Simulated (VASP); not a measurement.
# Ge4S (P-6m2) in VASP: relaxation of cell and atoms with PBE

Aim: the relaxation of cell and atoms of Ge4S with PBE.

Program: VASP 6.6.1. These are calculated values, not measurements. Logs are shortened: lines on timing, memory, paths and dates and some standing lists are left out, and cuts for length are marked.

### 1 The cell of the first run

It takes space group P-6m2 (No. 187, hexagonal). The conventional cell has a = 4.169 Å, b = 4.169 Å, c = 8.510 Å, α = 90.00°, β = 90.00°, γ = 120.00°. Within 3.0 Å of Ge (site symmetry 3m) lie 1 S at 2.24 Å and 3 Ge at 2.52 Å. Within 3.3 Å of Ge (site symmetry 3m) lie 4 Ge at 2.51 to 2.52 Å. S (site symmetry -6m2) has 2 Ge at 2.24 Å within 3.0 Å.

### 2 Relaxation of cell and atoms, PBE

File INCAR:

```
PREC = Accurate ; ENCUT = 600
EDIFF = 1E-6 ; ISMEAR = 0
SIGMA = 0.1 ; LREAL = F
LASPH = T ; NELM = 100
ALGO = Normal ; ISIF = 3
LWAVE = F ; LCHARG = F
GGA = PE ; IBRION = 2
NSW = 100 ; EDIFFG = -0.01
```

File KPOINTS:

```
regular mesh
0
Gamma
  12 12 4
```

File POSCAR:

```
Ge4S
1.0
    4.1694972308      0.0000000000      0.0000000000
   -2.0847486154      3.6108905229      0.0000000000
    0.0000000000      0.0000000000      8.5099288080
Ge S
4 1
Direct
    0.0000000000      0.0000000000      0.7363889554
    0.0000000000      0.0000000000      0.2636110446
    0.3333333333      0.6666666667      0.3523470613
    0.3333333333      0.6666666667      0.6476529387
    0.0000000000      0.0000000000      0.0000000000
```

Potentials or basis: VASP PAW PBE potentials, release 64 (Ge_d, S).

Started as:

```
cat potpaw_PBE.64/Ge_d/POTCAR potpaw_PBE.64/S/POTCAR > POTCAR
mpirun -np 1 vasp_std > vasp.out
```

OUTCAR:

```text
PREC = Accurate
   ENCUT = 600
   EDIFF = 1E-6
   ISMEAR = 0
   LREAL = F
   LASPH = T
   NELM = 100
   ISIF = 3
   GGA = PE
   IBRION = 2
   NSW = 100
   EDIFFG = -0.01

 ion  position               nearest neighbor table
   1  0.000  0.000  0.736-   5 2.24   4 2.52   4 2.52   4 2.52
   2  0.000  0.000  0.264-   5 2.24   3 2.52   3 2.52   3 2.52
   3  0.333  0.667  0.352-   4 2.51   2 2.52   2 2.52   2 2.52
   4  0.333  0.667  0.648-   3 2.51   1 2.52   1 2.52   1 2.52
   5  0.000  0.000  0.000-   1 2.24   2 2.24

  LATTYP: Found a hexagonal cell.
 ALAT       =     4.1694972308
 C/A-ratio  =     2.0409963928

  Lattice vectors:

 A1 = (   4.1694972308,   0.0000000000,   0.0000000000)
 A2 = (  -2.0847486154,   3.6108905229,   0.0000000000)
 A3 = (   0.0000000000,   0.0000000000,   8.5099288080)

Analysis of symmetry for initial positions (statically):
=====================================================================
 Subroutine PRICEL returns:
 Original cell was already a primitive cell.

 Routine SETGRP: Setting up the symmetry group for a
 hexagonal supercell.

 Subroutine GETGRP returns: Found 12 space group operations
 (whereof 12 operations were pure point group operations)
 out of a pool of 24 trial point group operations.

The static configuration has the point symmetry D_3h.

Analysis of symmetry for dynamics (positions and initial velocities):
=====================================================================
 Subroutine PRICEL returns:
 Original cell was already a primitive cell.

 Routine SETGRP: Setting up the symmetry group for a
 hexagonal supercell.

 Subroutine GETGRP returns: Found 12 space group operations
 (whereof 12 operations were pure point group operations)
 out of a pool of 24 trial point group operations.

The dynamic configuration has the point symmetry D_3h.

 Subroutine INISYM returns: Found 12 space group operations
 (whereof 12 operations are pure point group operations),
 and found     1 'primitive' translations

----------------------------------------------------------------------------------------

                                     Primitive cell

  volume of cell :     128.1221

  direct lattice vectors                    reciprocal lattice vectors
     4.169497231  0.000000000  0.000000000     0.239837070  0.138469997  0.000000000
    -2.084748615  3.610890523  0.000000000     0.000000000  0.276939994  0.000000000
     0.000000000  0.000000000  8.509928808     0.000000000  0.000000000  0.117509796

  length of vectors
     4.169497231  4.169497231  8.509928808     0.276939994  0.276939994  0.117509796

  position of ions in fractional coordinates (direct lattice)
     0.000000000  0.000000000  0.736388955
     0.000000000  0.000000000  0.263611045
     0.333333333  0.666666667  0.352347061
     0.333333333  0.666666667  0.647652939
     0.000000000  0.000000000  0.000000000

  ion indices of the primitive-cell ions
   primitive index   ion index
                 1           1
                 2           2
                 3           3
                 4           4
                 5           5

----------------------------------------------------------------------------------------

 KPOINTS: regular mesh

Automatic generation of k-mesh.
 Grid dimensions read from file:
 generate k-points for:   12   12    4

 Generating k-lattice:

  Cartesian coordinates                     Fractional coordinates (reciprocal lattice)
     0.019986423  0.011539166  0.000000000     0.083333333  0.000000000  0.000000000
     0.000000000  0.023078333  0.000000000     0.000000000  0.083333333  0.000000000
     0.000000000  0.000000000  0.029377449     0.000000000  0.000000000  0.250000000

  Length of vectors
     0.023078333  0.023078333  0.029377449

  Shift w.r.t. Gamma in fractional coordinates (k-lattice)
     0.000000000  0.000000000  0.000000000

 Subroutine IBZKPT returns following result:
 ===========================================

 Found     57 irreducible k-points:

 Following reciprocal coordinates:
            Coordinates               Weight
  0.000000  0.000000  0.000000      1.000000
  0.083333  0.000000  0.000000      6.000000
  0.166667 -0.000000  0.000000      6.000000
  0.250000 -0.000000  0.000000      6.000000
  0.333333  0.000000  0.000000      6.000000
  0.416667  0.000000  0.000000      6.000000
[... 16 lines left out ...]
  0.250000 -0.000000  0.250000     12.000000
  0.333333  0.000000  0.250000     12.000000
 [... further k-points ...]
   k-points           NKPTS =     57   k-points in BZ     NKDIM =     57   number of bands    NBANDS=     37
   number of dos      NEDOS =    301   number of ions     NIONS =      5
   total plane-waves  NPLWV =  90720
   dimension x,y,z NGX =    36 NGY =   36 NGZ =   70
   dimension x,y,z NGXF=    72 NGYF=   72 NGZF=  140
   ions per type =               4   1
   NGX,Y,Z   is equivalent  to a cutoff of  14.35, 14.35, 13.67 a.u.
   NGXF,Y,Z  is equivalent  to a cutoff of  28.71, 28.71, 27.35 a.u.
 SYSTEM =  unknown system
   PREC   = accura    normal or accurate (medium, high low for compatibility)
   ISTART =      0    job   : 0-new  1-cont  2-samecut
   ICHARG =      2    charge: 1-file 2-atom 10-const
   ISPIN  =      1    spin polarized calculation?
   LNONCOLLINEAR =      F non collinear calculations
   LSORBIT =      F    spin-orbit coupling
   LASPH  =      T    aspherical Exc in radial PAW
   ENCUT  =  600.0 eV  44.10 Ry    6.64 a.u.   8.33  8.33 17.00*2*pi/ulx,y,z
   NELM   =    100;   NELMIN=  2; NELMDL= -5     # of ELM steps
   EDIFF  = 0.1E-05   stopping-criterion for ELM
   LREAL  =      F    real-space projection
   EDIFFG = -.1E-01   stopping-criterion for IOM
   NSW    =    100    number of steps for IOM
   IBRION =      2    ionic relax: 0-MD 1-quasi-New 2-CG
   NFREE  =      1    steps in history (QN), initial steepest desc. (CG)
   ISIF   =      3    stress and relaxation
   ISYM   =      2    0-nonsym 1-usesym 2-fastsym
   POTIM  = 0.5000    time-step for ionic-motion
   TEBEG  =    0.0;   TEEND  =   0.0 temperature during run
   PSTRESS=    0.0 pullay stress
   NELECT =      62.0000    total number of electrons
   NUPDOWN=      -1.0000    fix difference up-down
   EMIN   =  10.00;   EMAX   =-10.00  energy-range for DOS
   EFERMI =   0.00;   METHOD = LEGACY
   ISMEAR =     0;   SIGMA  =   0.10  broadening in eV -4-tet -1-fermi 0-gaus
   EFERMI_NEDOS =   21; number of points for ismear=-14 and -15
   IALGO  =     38    algorithm
   IMIX   =      4    mixing-type and parameters
     AMIX     =   0.40;   BMIX     =  1.00
     AMIX_MAG =   1.60;   BMIX_MAG =  1.00
  volume/ion in A,a.u.               =      25.62       172.92
  Fermi-wavevector in a.u.,A,eV,Ry     =   1.285279  2.428825 22.476037  1.651942
  Thomas-Fermi vector in A             =   2.417423
   LORBIT       =      0    0 simple, 1 ext, 2 COOP (PROOUT), +10 PAW based schemes
   GGA     = PE    functional components
   LHFCALC =     F    Hartree Fock is set to
   AEXX    =    0.0000 exact exchange contribution
   IVDW    =     0    specifies the selected vdW correction
   LEPSILON=     F    determine dielectric tensor
   LRPA    =     F    only Hartree local field effects (RPA)
 conjugate gradient relaxation of ions
 non-spin polarized calculation
 Gauss-broadening in eV      SIGMA  =   0.10
  energy-cutoff  :      600.00
  volume of cell :      128.12
 maximum number of plane-waves:      4303
 NGX is ok and might be reduce to    36
   NGX = 17   NGY = 17   NGZ = 33

--------------------------------------- Ionic step        1  -------------------------------------------

 number of electron      61.9999978 magnetization

 Free energy of the ion-electron system (eV)
  ---------------------------------------------------
  ext. energy  EPLUGINS =         0.00000000
  ---------------------------------------------------
  free energy    TOTEN  =       -21.57044488 eV

  energy without entropy =      -21.56364901  energy(sigma->0) =      -21.56704695

------------------------ aborting loop because EDIFF is reached ----------------------------------------

  FORCE on cell =-STRESS in cart. coord.  units (eV):
  Direction    XX          YY          ZZ          XY          YZ          ZX
  --------------------------------------------------------------------------------------
  -------------------------------------------------------------------------------------
  Total       -0.3719648     -0.3719648     -0.0473096      0.0000000     -0.0000000      0.0000000
  in kB       -4.6514519     -4.6514519     -0.5916100      0.0000000     -0.0000000      0.0000000
  external PRESSURE =      -3.2981713 kB  Pullay stress =       0.0000000 kB
[... 98 lines left out ...]
  FREE ENERGIE OF THE ION-ELECTRON SYSTEM (eV)
  ---------------------------------------------------
  free  energy   TOTEN  =       -21.5765630440 eV

  energy  without entropy=      -21.5701451370  energy(sigma->0) =      -21.57335409

[... ionic steps 4 to 9 ...]

--------------------------------------- Ionic step       10  -------------------------------------------

 number of electron      61.9999974 magnetization

------------------------ aborting loop because EDIFF is reached ----------------------------------------

  FORCE on cell =-STRESS in cart. coord.  units (eV):
  Direction    XX          YY          ZZ          XY          YZ          ZX
  --------------------------------------------------------------------------------------
  -------------------------------------------------------------------------------------
  Total        0.0669897      0.0669897      0.0737022      0.0000000      0.0000000     -0.0000000
  in kB        0.8425799      0.8425799      0.9270079      0.0000000      0.0000000     -0.0000000
  external PRESSURE =       0.8707225 kB  Pullay stress =       0.0000000 kB
[... 63 lines left out ...]
  energy  without entropy=      -21.5718844106  energy(sigma->0) =      -21.57530252

--------------------------------------- Ionic step       12  -------------------------------------------

 number of electron      61.9999974 magnetization

 Free energy of the ion-electron system (eV)
  ---------------------------------------------------
  ext. energy  EPLUGINS =         0.00000000
  ---------------------------------------------------
  free energy    TOTEN  =       -21.57872420 eV

  energy without entropy =      -21.57189105  energy(sigma->0) =      -21.57530763

 E-fermi :   3.5781     XC(G=0):  -9.1079

 val. band max:        3.5725128364   @ k =   0.4167   0.0000   0.0000
 cond. band min:       3.5872121597   @ k =   0.5000  -0.0000   0.2500
 fundamental gap:      0.0146993233
 Fermi energy:         3.5780965855

 k-point     1 :       0.0000    0.0000    0.0000
  band No.  band energies     occupation
      1     -21.5956      2.00000
      2     -21.5866      2.00000
      3     -21.5547      2.00000
      4     -21.5547      2.00000
      5     -21.5528      2.00000
      6     -21.5528      2.00000
[... 949 lines left out ...]
     36       8.0693      0.00000
     37       8.1335      0.00000

 [... further k-points ...]

------------------------ aborting loop because EDIFF is reached ----------------------------------------

  FORCE on cell =-STRESS in cart. coord.  units (eV):
  Direction    XX          YY          ZZ          XY          YZ          ZX
  --------------------------------------------------------------------------------------
  -------------------------------------------------------------------------------------
  Total       -0.0262215     -0.0262215     -0.0179824      0.0000000     -0.0000000      0.0000000
  in kB       -0.3297771     -0.3297771     -0.2261568      0.0000000     -0.0000000      0.0000000
  external PRESSURE =      -0.2952370 kB  Pullay stress =       0.0000000 kB
[... 20 lines left out ...]
  FREE ENERGIE OF THE ION-ELECTRON SYSTEM (eV)
  ---------------------------------------------------
  free  energy   TOTEN  =       -21.5787242048 eV

  energy  without entropy=      -21.5718910488  energy(sigma->0) =      -21.57530763

 reached required accuracy - stopping structural energy minimisation
```

Run time: 71 min. Hardware: 1 thread of Intel Xeon 8259CL, shared host; peak memory 0.44 GiB.

What came out:

| Property | Result |
| --- | --- |
| Free energy | -21.5787 eV |
| Relaxed volume | 25.48 Å³/atom |
| Relaxed cell | a = 4.146 Å, b = 4.146 Å, c = 8.559 Å, α = 90.00°, β = 90.00°, γ = 120.00° |
| Space group after relaxing (to 0.1 Å) | P-6m2 (No. 187) |
| Energy gained by relaxing | 1.7 meV/atom |
| Ionic steps | 12 |
| Pressure after relaxing | 0.0 GPa |
| Largest force after relaxing | 0.006 eV/Å |
| Band gap on the k mesh | zero (bands 31 and 32 overlap by 0.66 eV) |

Forces on the atoms (eV/Å):
```
Ge   0.000  0.000  0.003
Ge   0.000  0.000 -0.003
Ge   0.000  0.000  0.006
Ge   0.000  0.000 -0.006
S    0.000  0.000  0.000
```

Step by step:
```
step  energy change (eV)  largest force (eV/Å)  pressure (GPa)  volume (Å³)
   1              0.0000                0.2348           -0.33       128.12
   2             -0.0054                0.0900            0.05       127.15
   3             -0.0061                0.0039            0.33       126.57
   4             -0.0077                0.0678            0.12       126.88
   5             -0.0079                0.0487            0.17       126.79
   6             -0.0083                0.0084            0.12       127.32
   7             -0.0078                0.0289           -0.07       127.83
   8             -0.0082                0.0061           -0.17       127.58
   9             -0.0083                0.0040           -0.10       127.43
  10             -0.0083                0.0074            0.09       127.38
  11             -0.0083                0.0031           -0.13       127.41
  12             -0.0083                0.0061           -0.03       127.39
```

Final structure:
```
Ge S
1.0
     4.14578    0.00000    0.00000
    -2.07289    3.59035    0.00000
     0.00000    0.00000    8.55865
Ge S
4 1
Cartesian
  0.0000 0.0000 6.3285
  0.0000 0.0000 2.2302
  0.0000 2.3936 3.0165
  0.0000 2.3936 5.5421
  0.0000 0.0000 0.0000
```

Levels at points of the mesh, in eV from the Fermi level:
```csv
k point,band 28,band 29,band 30,band 31,band 32,band 33,band 34,band 35
"(0.00, 0.00, 0.00)",-0.68,-0.68,-0.43,-0.40,-0.40,0.14,2.78,2.97
"(0.50, 0.00, 0.00)",-3.14,-2.02,-1.47,-0.91,-0.16,0.96,1.16,3.13
"(0.00, 0.00, 0.50)",-1.53,-1.43,-1.43,-0.35,0.35,0.35,1.29,2.42
"(0.50, 0.00, 0.50)",-2.68,-2.59,-2.52,-0.39,0.56,0.82,2.42,2.77
```
